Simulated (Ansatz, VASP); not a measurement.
Two plane-wave programs on Ta16H

```
Ta H
1.0
     6.62000    0.00000    0.00000
     0.00000    6.62000    0.00000
     0.00000    0.00000    6.62000
Ta H
16 1
Direct
  0.99416 0.00062 0.99076
  0.50154 0.00064 0.99888
  0.00078 0.50064 0.00016
  0.99418 0.00063 0.50862
  0.25523 0.25955 0.24972
  0.50077 0.50063 0.00139
  0.50154 0.00064 0.50054
  0.74788 0.25146 0.24970
  0.00077 0.50063 0.49925
  0.25521 0.74177 0.24971
  0.24863 0.25017 0.74970
  0.50078 0.50063 0.49806
  0.74788 0.74979 0.24970
  0.74863 0.24897 0.74970
  0.24866 0.75109 0.74971
  0.74862 0.75227 0.74970
  0.12464 0.00072 0.24963
```

Alike in both runs: functional PBE; k mesh 3 × 3 × 3; occupations gaussian, width 0.1 eV; no spin polarisation.

Ansatz relaxed the structure, and its values are those at the end. VASP's run is a single point on that final structure, the one shown.

|  | VASP | Ansatz |
| --- | --- | --- |
| version | VASP 6.6.1 | Ansatz 0.2.0 |
| potentials or method | VASP PAW PBE potentials, release 64 (Ta_pv, H), cutoff 520 eV | scalar-relativistic, plane waves, PAW |
| valence electrons in the cell | 177 | 209 |

|  | VASP | Ansatz | Ansatz less VASP |
| --- | --- | --- | --- |
| rms of the force components (eV/Å) | 0.008 | 0.008 | +0.0001 |

With one functional, cell and mesh, what is left measures potentials, basis and numerics. VASP's potentials hold 177 valence electrons a cell and Ansatz's 209, so a difference there can come from the potentials and not from the codes.

Neither program's run includes spin-orbit coupling.
